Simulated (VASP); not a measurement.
Wanted: the native input for a VASP 6.6.1 run.

* Task: single point
* Functional: PBE
* Potentials or basis: VASP PAW PBE potentials, release 64 (Al, Hg, F)
* Cutoff: 520 eV
* k mesh: 8 × 8 × 8
* Occupations: gaussian, width 0.1 eV
* Spin: no spin polarisation
* Dipole correction: no
* Further INCAR settings: ALGO = Normal; EDIFF = 1e-06; NBANDS = 34

The structure of Al3HgF4 lies in POSCAR:

```
Al3HgF4
1.0
   -3.1515877850      3.1515877850      3.1515877850
    3.1515877850     -3.1515877850      3.1515877850
    3.1515877850      3.1515877850     -3.1515877850
Al Hg F
3 1 4
Direct
    0.0000000000      0.5000000000      0.5000000000
    0.5000000000      0.0000000000      0.5000000000
    0.5000000000      0.5000000000      0.0000000000
    0.0000000000      0.0000000000      0.0000000000
    0.5000000000      0.5000000000      0.5000000000
    0.0000000000      0.0000000000      0.5000000000
    0.0000000000      0.5000000000      0.0000000000
    0.5000000000      0.0000000000      0.0000000000
```

The cell was generated, and may not be a known phase.

These files were run (other wordings do the same):

INCAR

```
SYSTEM = Al3HgF4
PREC     = Accurate       ! precision mode
ENCUT    = 520            ! plane-wave cutoff, eV
EDIFF    = 1E-6           ! SCF threshold, eV
ISMEAR   = 0              ! smearing method
SIGMA    = 0.1            ! smearing width, eV
LREAL    = .FALSE.        ! projectors in reciprocal space
LASPH    = .TRUE.         ! aspherical terms in the spheres
NELM     = 100            ! most SCF steps
ALGO     = Normal         ! electronic algorithm
ISIF     = 2              ! what is computed and relaxed
LWAVE    = .FALSE.        ! write WAVECAR
LCHARG   = .TRUE.         ! write CHGCAR
GGA      = PE             ! functional
LELF     = .TRUE.         ! ELF
LVHAR    = .TRUE.       
NBANDS   = 34             ! bands
```

KPOINTS

```
Automatic mesh
0
G
  8 8 8
  0 0 0
```

Potentials or basis: VASP PAW PBE potentials, release 64 (Al, Hg, F).

Run with:

```bash
$ cat potpaw_PBE.64/Al/POTCAR potpaw_PBE.64/Hg/POTCAR potpaw_PBE.64/F/POTCAR > POTCAR
$ mpirun -np 1 vasp_std > vasp.out
```

It gave:

```yaml
Pressure: -0.1 GPa
Band_gap_on_the_k_mesh: zero (an odd number of electrons rules out a gap without spin polarisation)
```

Caveat: spin-orbit coupling is left out, which moves the levels of the heavy elements; an odd number of electrons without spin polarisation forces a metal; a magnetic or distorted state may lie lower.

It took 69 s on 1 thread of Intel(R) Xeon(R) 6975P-C (Granite Rapids) (shared host), peak memory 0.32 GiB.
